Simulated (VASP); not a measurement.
A run of VASP 6.6.1 is set up as follows.

File INCAR:

```
SYSTEM = Si
PREC = Accurate
ENCUT = 520
EDIFF = 1E-7
ISMEAR = -1
SIGMA = 0.05
LREAL = .FALSE.
LASPH = .TRUE.
NELM = 80
ALGO = Normal
ISIF = 2
LWAVE = .FALSE.
LCHARG = .FALSE.
GGA = PS
NBANDS = 8
```

The input KPOINTS:

```
regular mesh
0
G
  12 12 11
  0 0 0
```

POSCAR

```
Si
1.0
    2.6378979089      0.0000000000      0.0000000000
   -1.3189489545      2.2844866016      0.0000000000
    0.0000000000      0.0000000000      2.4826883388
Si
1
Direct
    0.0000000000      0.0000000000      0.0000000000
```

Potentials or basis: VASP PAW PBE potentials, release 64 (Si).

Launch:

```console
$ cat potpaw_PBE.64/Si/POTCAR > POTCAR
$ mpirun -np 1 vasp_std > vasp.out
```

Q: Estimate the pressure.

A: -1.6 GPa.

Q: Estimate the band gap on the k mesh.

A: Zero (band 2 reaches 16.90 eV, above the bottom of band 3 at 4.88 eV).

Stress tensor (GPa, compression positive):
```
-2.94  0.00  0.00
 0.00 -2.94  0.00
 0.00  0.00  1.15
```

Caveat: the PAW data sets were made with another functional, which shifts forces and pressure a little.
